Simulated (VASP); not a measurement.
Write the native input for VASP 6.6.1 that does the following.

```
Task                   : single point
Functional             : PBE
Potentials or basis    : VASP PAW PBE potentials, release 64 (Cd, S)
Cutoff                 : 520 eV
k mesh                 : 8 × 8 × 8
Occupations            : gaussian, width 0.05 eV
Spin                   : no spin polarisation
Dipole correction      : no
Further INCAR settings : ALGO = Normal; EDIFF = 1e-06; NBANDS = 16
```

The structure of CdS lies in POSCAR:

```
CdS
1.0
    0.0000000000      3.0264000000      2.6772000000
    3.0264000000      0.0000000000      2.6772000000
    3.0264000000      3.0264000000      0.0000000000
Cd S
1 1
Direct
    0.0000000000      0.0000000000      0.0000000000
    0.7500000000      0.7500000000      0.7500000000
```

This cell differs from its parent crystal: strain +0.040 along x and y, -0.080 along z.

The input as run:

INCAR

```
SYSTEM = CdS
PREC     = Accurate       ! precision mode
ENCUT    = 520            ! plane-wave cutoff, eV
EDIFF    = 1E-6           ! SCF threshold, eV
ISMEAR   = 0              ! smearing method
SIGMA    = 0.05           ! smearing width, eV
LREAL    = .FALSE.        ! projectors in reciprocal space
LASPH    = .TRUE.         ! aspherical terms in the spheres
NELM     = 100            ! most SCF steps
ALGO     = Normal         ! electronic algorithm
ISIF     = 2              ! what is computed and relaxed
LWAVE    = .FALSE.        ! write WAVECAR
LCHARG   = .FALSE.        ! write CHGCAR
GGA      = PE             ! functional
NBANDS   = 16             ! bands
```

KPOINTS

```
Automatic mesh
0
G
  8 8 8
  0 0 0
```

Potentials or basis: VASP PAW PBE potentials, release 64 (Cd, S).

Run with:

```sh
$ cat potpaw_PBE.64/Cd/POTCAR potpaw_PBE.64/S/POTCAR > POTCAR
$ mpirun -np 1 vasp_std > vasp.out
```

It gave:

```yaml
Pressure: 3.5 GPa
Band_gap_on_the_k_mesh: 0.97 eV, direct
```

Caveat: the cell differs from its parent crystal (strain +0.040 along x and y, -0.080 along z).

It took 25 s on 1 thread of AMD EPYC 9R45 96-Core Processor (Zen 5), on a shared host, peak memory 0.17 GiB.
